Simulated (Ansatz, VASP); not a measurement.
# Br in VASP and in Ansatz

```
Br
1.0
     1.79374    3.10685    0.00000
    -1.79374    3.10685    0.00000
     0.00000    0.00000    5.61515
Br
2
Direct
  0.33333 0.33334 0.25000
  0.66666 0.66667 0.75000
```

Alike in both runs: task relaxation of cell and atoms; functional r2SCAN; k mesh 6 × 6 × 3; no spin polarisation.

|  | VASP | Ansatz |
| --- | --- | --- |
| version | VASP 6.6.1 | Ansatz 0.2.0 |
| potentials or method | VASP PAW PBE potentials, release 64 (Br), cutoff 600 eV | PAW plane waves |
| occupations | fermi-dirac, width 0.1 eV | fermi-dirac |
| valence electrons in the cell | 14 | 14 |

```tsv
	VASP	Ansatz	Ansatz less VASP
gap on the k mesh at the Fermi level, each at its own relaxed structure (eV)	none	none	-
relaxed volume (Å³/atom)	27.54	27.54	-0.001
relaxed cell length with the largest relative difference (Å)	4.277	4.282	+0.0058
```

VASP's potentials were made for PBE, not for r2SCAN. A gap of «none» marks a metal or a gap that the smearing closes. Ansatz's warnings: structure snapped to symmetry.

The k mesh is coarse, so the values compare programs but aren't converged.
